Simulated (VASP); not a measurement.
# TeAs (R-3m) in VASP: a series of runs

TeAs is run at these levels: LDA; tasks: single point.

Everything below comes from runs of VASP 6.6.1. Logs are shortened: lines on timing, memory, paths and dates and some standing lists are left out, and cuts for length are marked.

**1. The cell of the first run**

It takes space group R-3m (No. 166, trigonal). The conventional cell has a = 3.331 Å, b = 3.331 Å, c = 16.319 Å, α = 90.00°, β = 90.00°, γ = 120.00°. Te (site symmetry -3m) has 6 Te at 3.33 Å and 6 As at 3.33 Å within 4.4 Å. As (site symmetry -3m) has 6 As at 3.33 Å and 6 Te at 3.33 Å within 4.4 Å.

**2. Single point, LDA**

INCAR reads:

```
SYSTEM = TeAs
PREC = Accurate
ENCUT = 520
EDIFF = 1E-6
ISMEAR = 0
SIGMA = 0.15
LREAL = .FALSE.
LASPH = .TRUE.
NELM = 80
ALGO = Normal
ISIF = 2
LWAVE = .FALSE.
LCHARG = .FALSE.
GGA = CA
NBANDS = 12
```

KPOINTS reads:

```
regular mesh
0
G
  16 16 16
  0 0 0
```

POSCAR reads:

```
TeAs
1.0
    1.5702925726      3.9257314314      3.9257314314
    3.9257314314      1.5702925726      3.9257314314
    3.9257314314      3.9257314314      1.5702925726
Te As
1 1
Direct
    0.5000000000      0.5000000000      0.5000000000
    0.0000000000      0.0000000000      0.0000000000
```

Potentials or basis: VASP PAW LDA potentials, release 64 (Te, As).

Started as:

```sh
$ cat potpaw_LDA.64/Te/POTCAR potpaw_LDA.64/As/POTCAR > POTCAR
$ mpirun -np 1 vasp_std > vasp.out
```

OUTCAR:

```text
SYSTEM = TeAs
   PREC = Accurate
   ENCUT = 520
   EDIFF = 1E-6
   ISMEAR = 0
   LREAL = .FALSE.
   LASPH = .TRUE.
   NELM = 80
   ISIF = 2
   GGA = CA

 ion  position               nearest neighbor table
   1  0.500  0.500  0.500-
   2  0.000  0.000  0.000-

  LATTYP: Found a trigonal (rhomboedric) cell.
 ALAT       =     5.7696233245
 COS(alpha) =     0.8333333333

  Lattice vectors:

 A1 = (   1.5702925726,   3.9257314314,   3.9257314314)
 A2 = (   3.9257314314,   1.5702925726,   3.9257314314)
 A3 = (   3.9257314314,   3.9257314314,   1.5702925726)

Analysis of symmetry for initial positions (statically):
=====================================================================
 Subroutine PRICEL returns:
 Original cell was already a primitive cell.

 Routine SETGRP: Setting up the symmetry group for a
 trigonal (rhombohedral) supercell.

 Subroutine GETGRP returns: Found 12 space group operations
 (whereof 12 operations were pure point group operations)
 out of a pool of 12 trial point group operations.

The static configuration has the point symmetry D_3d.

Analysis of symmetry for dynamics (positions and initial velocities):
=====================================================================
 Subroutine PRICEL returns:
 Original cell was already a primitive cell.

 Routine SETGRP: Setting up the symmetry group for a
 trigonal (rhombohedral) supercell.

 Subroutine GETGRP returns: Found 12 space group operations
 (whereof 12 operations were pure point group operations)
 out of a pool of 12 trial point group operations.

The dynamic configuration has the point symmetry D_3d.

 Subroutine INISYM returns: Found 12 space group operations
 (whereof 12 operations are pure point group operations),
 and found     1 'primitive' translations

----------------------------------------------------------------------------------------

                                     Primitive cell

  volume of cell :      52.2728

  direct lattice vectors                    reciprocal lattice vectors
     1.570292573  3.925731431  3.925731431    -0.247653778  0.176895556  0.176895556
     3.925731431  1.570292573  3.925731431     0.176895556 -0.247653778  0.176895556
     3.925731431  3.925731431  1.570292573     0.176895556  0.176895556 -0.247653778

  length of vectors
     5.769623324  5.769623324  5.769623324     0.352017712  0.352017712  0.352017712

  position of ions in fractional coordinates (direct lattice)
     0.500000000  0.500000000  0.500000000
     0.000000000  0.000000000  0.000000000

  ion indices of the primitive-cell ions
   primitive index   ion index
                 1           1
                 2           2

----------------------------------------------------------------------------------------

 KPOINTS: regular mesh

Automatic generation of k-mesh.
 Grid dimensions read from file:
 generate k-points for:   16   16   16

 Generating k-lattice:

  Cartesian coordinates                     Fractional coordinates (reciprocal lattice)
    -0.015478361  0.011055972  0.011055972     0.062500000  0.000000000 -0.000000000
     0.011055972 -0.015478361  0.011055972     0.000000000  0.062500000 -0.000000000
     0.011055972  0.011055972 -0.015478361    -0.000000000 -0.000000000  0.062500000

  Length of vectors
     0.022001107  0.022001107  0.022001107

  Shift w.r.t. Gamma in fractional coordinates (k-lattice)
     0.000000000  0.000000000  0.000000000

 Subroutine IBZKPT returns following result:
 ===========================================

 Found    417 irreducible k-points:

 Following reciprocal coordinates:
            Coordinates               Weight
  0.000000  0.000000  0.000000      1.000000
  0.062500  0.000000  0.000000      6.000000
  0.125000  0.000000  0.000000      6.000000
  0.187500 -0.000000 -0.000000      6.000000
  0.250000  0.000000  0.000000      6.000000
  0.312500 -0.000000 -0.000000      6.000000
[... 16 lines left out ...]
 -0.125000  0.062500 -0.000000     12.000000
 -0.062500  0.062500  0.000000      6.000000
 [... further k-points ...]
   k-points           NKPTS =    417   k-points in BZ     NKDIM =    417   number of bands    NBANDS=     12
   number of dos      NEDOS =    301   number of ions     NIONS =      2
   total plane-waves  NPLWV = 110592
   dimension x,y,z NGX =    48 NGY =   48 NGZ =   48
   dimension x,y,z NGXF=    96 NGYF=   96 NGZF=   96
   ions per type =               1   1
   NGX,Y,Z   is equivalent  to a cutoff of  13.83, 13.83, 13.83 a.u.
   NGXF,Y,Z  is equivalent  to a cutoff of  27.66, 27.66, 27.66 a.u.
 SYSTEM =  TeAs
   PREC   = accura    normal or accurate (medium, high low for compatibility)
   ISTART =      0    job   : 0-new  1-cont  2-samecut
   ICHARG =      2    charge: 1-file 2-atom 10-const
   ISPIN  =      1    spin polarized calculation?
   LNONCOLLINEAR =      F non collinear calculations
   LSORBIT =      F    spin-orbit coupling
   LASPH  =      T    aspherical Exc in radial PAW
   ENCUT  =  520.0 eV  38.22 Ry    6.18 a.u.  10.73 10.73 10.73*2*pi/ulx,y,z
   NELM   =     80;   NELMIN=  2; NELMDL= -5     # of ELM steps
   EDIFF  = 0.1E-05   stopping-criterion for ELM
   LREAL  =      F    real-space projection
   EDIFFG = 0.1E-04   stopping-criterion for IOM
   NSW    =      0    number of steps for IOM
   IBRION =     -1    ionic relax: 0-MD 1-quasi-New 2-CG
   NFREE  =      0    steps in history (QN), initial steepest desc. (CG)
   ISIF   =      2    stress and relaxation
   ISYM   =      2    0-nonsym 1-usesym 2-fastsym
   POTIM  = 0.5000    time-step for ionic-motion
   TEBEG  =    0.0;   TEEND  =   0.0 temperature during run
   PSTRESS=    0.0 pullay stress
   NELECT =      11.0000    total number of electrons
   NUPDOWN=      -1.0000    fix difference up-down
   EMIN   =  10.00;   EMAX   =-10.00  energy-range for DOS
   EFERMI =   0.00;   METHOD = LEGACY
   ISMEAR =     0;   SIGMA  =   0.15  broadening in eV -4-tet -1-fermi 0-gaus
   EFERMI_NEDOS =   21; number of points for ismear=-14 and -15
   IALGO  =     38    algorithm
   IMIX   =      4    mixing-type and parameters
     AMIX     =   0.40;   BMIX     =  1.00
     AMIX_MAG =   1.60;   BMIX_MAG =  1.00
  volume/ion in A,a.u.               =      26.14       176.38
  Fermi-wavevector in a.u.,A,eV,Ry     =   0.973749  1.840120 12.900881  0.948188
  Thomas-Fermi vector in A             =   2.104154
   LORBIT       =      0    0 simple, 1 ext, 2 COOP (PROOUT), +10 PAW based schemes
   GGA     = CA    functional components
   LHFCALC =     F    Hartree Fock is set to
   AEXX    =    0.0000 exact exchange contribution
   IVDW    =     0    specifies the selected vdW correction
   LEPSILON=     F    determine dielectric tensor
   LRPA    =     F    only Hartree local field effects (RPA)
 non-spin polarized calculation
 Gauss-broadening in eV      SIGMA  =   0.15
  energy-cutoff  :      520.00
  volume of cell :       52.27
 maximum number of plane-waves:      1431
 NGX is ok and might be reduce to    48

 number of electron      11.0000000 magnetization

 Free energy of the ion-electron system (eV)
  ---------------------------------------------------
  ext. energy  EPLUGINS =         0.00000000
  ---------------------------------------------------
  free energy    TOTEN  =        -7.88724757 eV

  energy without entropy =       -7.86431234  energy(sigma->0) =       -7.87577996

 E-fermi :   6.1147     XC(G=0): -10.1095

 val. band max:        6.1123761199   @ k =  -0.4375   0.5000   0.1875
 cond. band min:       6.1185568894   @ k =  -0.3125   0.4375   0.3125
 fundamental gap:      0.0061807696
 Fermi energy:         6.1147304860

 k-point     1 :       0.0000    0.0000    0.0000
  band No.  band energies     occupation
      1      -7.6743      2.00000
      2      -4.4607      2.00000
      3       0.4292      2.00000
      4       8.3754      0.00000
      5       8.3754      0.00000
      6       9.6176      0.00000
      7       9.6365      0.00000
      8       9.6365      0.00000
      9      13.5718      0.00000
     10      15.4988      0.00000
     11      15.4988      0.00000
     12      16.2985      0.00000

 k-point     2 :       0.0625    0.0000    0.0000
  band No.  band energies     occupation
      1      -7.6096      2.00000
      2      -4.4194      2.00000
      3       0.5057      2.00000
      4       7.8648      0.00000
      5       8.2753      0.00000
      6       9.2114      0.00000
      7       9.4915      0.00000
      8       9.5444      0.00000
      9      13.9427      0.00000
     10      14.9208      0.00000
     11      15.7319      0.00000
     12      16.1212      0.00000

 k-point     3 :       0.1250    0.0000    0.0000
  band No.  band energies     occupation
      1      -7.4166      2.00000
      2      -4.2989      2.00000
      3       0.7339      2.00000
      4       6.6954      0.00000
      5       8.0110      0.00000
      6       8.2010      0.00000
      7       9.1216      0.00000
      8       9.3177      0.00000
      9      13.7500      0.00000
     10      15.1763      0.00000
     11      15.4119      0.00000
     12      16.3755      0.00000
[... 286 lines left out ...]
 k-point    23 :      -0.1250    0.0625   -0.0000
  band No.  band energies     occupation
      1      -7.2356      2.00000
      2      -4.1472      2.00000
      3       0.8974      2.00000
      4       5.9539      1.87061
      5       7.3924      0.00000
      6       7.5449      0.00000
      7       8.5584      0.00000
      8       9.4843      0.00000
      9      13.6786      0.00000
     10      15.2642      0.00000
     11      15.3358      0.00000
     12      16.6740      0.00000

 k-point    24 :      -0.0625    0.0625    0.0000
  band No.  band energies     occupation
      1      -7.4858      2.00000
      2      -4.3197      2.00000
      3       0.6265      2.00000
      4       7.1208      0.00000
      5       7.9873      0.00000
      6       8.4767      0.00000
      7       9.1083      0.00000
      8       9.6131      0.00000
      9      14.3553      0.00000
     10      14.4391      0.00000
     11      15.7888      0.00000
     12      16.1429      0.00000

 [... further k-points ...]

------------------------ aborting loop because EDIFF is reached ----------------------------------------

  FORCE on cell =-STRESS in cart. coord.  units (eV):
  Direction    XX          YY          ZZ          XY          YZ          ZX
  --------------------------------------------------------------------------------------
  -------------------------------------------------------------------------------------
  Total       -2.7246502     -2.7246502     -2.7246502     -0.2462875     -0.2462875     -0.2462875
  in kB      -83.5114141    -83.5114141    -83.5114141     -7.5487930     -7.5487930     -7.5487930
  external PRESSURE =     -83.5114141 kB  Pullay stress =       0.0000000 kB

 VOLUME and BASIS-vectors are now :
 -----------------------------------------------------------------------------
  energy-cutoff  :      520.00
  volume of cell :       52.27
      direct lattice vectors                 reciprocal lattice vectors
     1.570292573  3.925731431  3.925731431    -0.247653778  0.176895556  0.176895556
     3.925731431  1.570292573  3.925731431     0.176895556 -0.247653778  0.176895556
     3.925731431  3.925731431  1.570292573     0.176895556  0.176895556 -0.247653778

 POSITION                                       TOTAL-FORCE (eV/Angst)
 -----------------------------------------------------------------------------------
      4.71088      4.71088      4.71088         0.000000      0.000000     -0.000000
      0.00000      0.00000      0.00000        -0.000000     -0.000000      0.000000
 -----------------------------------------------------------------------------------
    total drift:                               -0.000000     -0.000000     -0.000000

  FREE ENERGIE OF THE ION-ELECTRON SYSTEM (eV)
  ---------------------------------------------------
  free  energy   TOTEN  =        -7.8872475668 eV

  energy  without entropy=       -7.8643123434  energy(sigma->0) =       -7.87577996
```

It took 17 min on 1 thread of AMD EPYC 7R13, shared host; peak memory 0.45 GiB.

Results:

```
Free energy            : -7.8872 eV
Pressure               : -8.4 GPa
Band gap on the k mesh : zero (an odd number of electrons rules out a gap without spin polarisation)
```

Caveat: the cell stands under tension; spin-orbit coupling is left out, which moves the levels of the heavy elements.

**3. Single point, LDA**

This run uses another cell than the first one, of the same volume but with other edges.

INCAR reads:

```
ALGO = Normal
EDIFF = 1E-6
ENCUT = 520
GGA = CA
ISIF = 2
ISMEAR = 0
LASPH = T
LCHARG = F
LREAL = F
LWAVE = F
NBANDS = 12
NELM = 100
PREC = Accurate
SIGMA = 0.15
```

KPOINTS reads:

```
k-points
0
Gamma
  16 16 16
```

POSCAR reads:

```
TeAs
1.0
   -0.6431354617      2.6834272712      2.6834272712
    2.6834272712     -0.6431354617      2.6834272712
    2.6834272712      2.6834272712     -0.6431354617
Te As
1 1
Direct
    0.5000000000      0.5000000000      0.5000000000
    0.0000000000      0.0000000000      0.0000000000
```

Potentials or basis: VASP PAW LDA potentials, release 64 (Te, As).

Started as:

```sh
$ cat potpaw_LDA.64/Te/POTCAR potpaw_LDA.64/As/POTCAR > POTCAR
$ mpirun -np 1 vasp_std > vasp.out
```

Wall time 2.9 min (1 thread of AMD EPYC 7R13, shared host); peak memory 0.36 GiB.

It converged, with:

```
Free energy            : -8.7338 eV
Pressure               : -6.8 GPa
Band gap on the k mesh : zero (an odd number of electrons rules out a gap without spin polarisation)
```

Stress tensor (GPa, compression positive):
```
-6.76  2.95  2.95
 2.95 -6.76  2.95
 2.95  2.95 -6.76
```

Levels at points of the mesh, in eV from the Fermi level:
```tsv
k point	band 2	band 3	band 4	band 5	band 6	band 7	band 8	band 9
(0.00, 0.00, 0.00)	-7.55	-2.94	-2.94	-0.81	2.09	3.48	3.48	4.05
(0.50, 0.00, 0.00)	-11.15	-1.60	-1.09	-0.82	-0.73	0.38	0.82	7.25
(0.50, 0.50, 0.00)	-9.48	-5.91	-5.08	-2.19	2.73	3.34	3.79	4.34
(0.50, 0.50, 0.50)	-10.19	-2.70	-2.56	-2.56	-2.01	-2.01	-1.96	10.02
```

Caveat: the cell stands under tension; spin-orbit coupling is left out, which moves the levels of the heavy elements.

(Part 1 of 2 ends here.)
